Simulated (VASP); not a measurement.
Set up this calculation in VASP 6.6.1, as the native input.

| Item | Value |
| --- | --- |
| Task | single point |
| Functional | PBEsol |
| Potentials or basis | VASP PAW PBE potentials, release 64 (B) |
| Cutoff | 520 eV |
| k mesh | 27 × 27 × 27 |
| Occupations | fermi-dirac, width 0.1 eV |
| Spin | no spin polarisation |
| Dipole correction | no |
| Further INCAR settings | ALGO = Normal; EDIFF = 1e-06; NBANDS = 8 |

The structure of B lies in POSCAR:

```
B
1.0
    1.8762912287      0.0000000000      0.0000000000
    0.0000000000      1.8762912287      0.0000000000
    0.0000000000      0.0000000000      1.8762912287
B
1
Direct
    0.0000000000      0.0000000000      0.0000000000
```

One way to write it, as run:

INCAR

```
ALGO = Normal ; EDIFF = 1E-6
ENCUT = 520 ; GGA = PS
ISIF = 2 ; ISMEAR = -1
LASPH = True ; LCHARG = False
LREAL = False ; LWAVE = False
NBANDS = 8 ; NELM = 80
PREC = Accurate ; SIGMA = 0.1
```

KPOINTS

```
k-points
0
Gamma
  27 27 27
```

Potentials or basis: VASP PAW PBE potentials, release 64 (B).

The run is started by

```sh
$ cat potpaw_PBE.64/B/POTCAR > POTCAR
$ mpirun -np 1 vasp_std > vasp.out
```

It gave:

- Pressure: 0.9 GPa

Caveat: the PAW data sets were made with another functional, which shifts forces and pressure a little.

Run time: 16 s on 1 thread of Intel Xeon 8259CL, with other jobs on the host, peak memory 0.12 GiB.
